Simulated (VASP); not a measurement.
Runs of VASP 6.6.1 on Si. The structure is that of space group P6_3/mmc (No. 194), or close to it. The cells are those of the table. This isn't the form of Si at room conditions, which is diamond.

```tsv
cell	gap on the mesh (eV)	pressure (GPa)
a = 2.460, b = 2.460, c = 4.179 Å, angles 90.0, 90.0, 120.0°, 2 atoms	none	(a)
a = 2.411, b = 2.411, c = 4.096 Å, angles 90.0, 90.0, 120.0°, 2 atoms	none	61.4
a = 2.428, b = 2.428, c = 4.124 Å, angles 90.0, 90.0, 120.0°, 2 atoms	none	54.9
a = 2.492, b = 2.492, c = 4.233 Å, angles 90.0, 90.0, 120.0°, 2 atoms	none	34.0
a = 2.394, b = 2.394, c = 4.067 Å, angles 90.0, 90.0, 120.0°, 2 atoms	none	(b)
```

Alike in all rows: task single point; level PBE; potentials or basis VASP PAW PBE potentials, release 64 (Si); no spin polarisation; k mesh 16 × 16 × 8; cutoff (eV) 500; smearing fermi-dirac 0.1 eV.

Estimate the missing entries.

(a) 43.5; (b) 68.6.

Caveats: the cell stands under pressure.

A gap of «none» marks levels without a gap at the run's occupations.
